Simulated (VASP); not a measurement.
Si, 2 atoms in the cell. It takes space group I4_1/amd (No. 141, tetragonal). The conventional cell has a = 3.931 Å, b = 3.931 Å, c = 5.168 Å, α = 90.00°, β = 90.00°, γ = 90.00°. Si (site symmetry -4m2) has 4 Si at 2.35 Å within 3.1 Å.  This cell differs from its parent crystal: volume 19.962 Å^3 an atom, c/a of the conventional cell 0.9298.

* Program: VASP 6.6.1
* Task: single point
* Functional: PBE
* Potentials or basis: VASP PAW PBE potentials, release 64 (Si)
* Cutoff: 520 eV
* k mesh: 10 × 10 × 10
* Occupations: gaussian, width 0.05 eV
* Spin: no spin polarisation
* Dipole correction: no
* Further INCAR settings: ALGO = Normal; EDIFF = 1e-07; NBANDS = 11

Potentials or basis: VASP PAW PBE potentials, release 64 (Si).

Command:

```bash
$ cat potpaw_PBE.64/Si/POTCAR > POTCAR
$ mpirun -np 1 vasp_std > vasp.out
```

Hardware: 1 thread of Intel(R) Xeon(R) 6975P-C (Granite Rapids), on a shared host.

Problem. Estimate the wall time of this run.

Solution. Run time: 18 s on 1 thread of Intel(R) Xeon(R) 6975P-C (Granite Rapids), on a shared host, peak memory 0.16 GiB. Counts: scf iterations 13, k points 102.
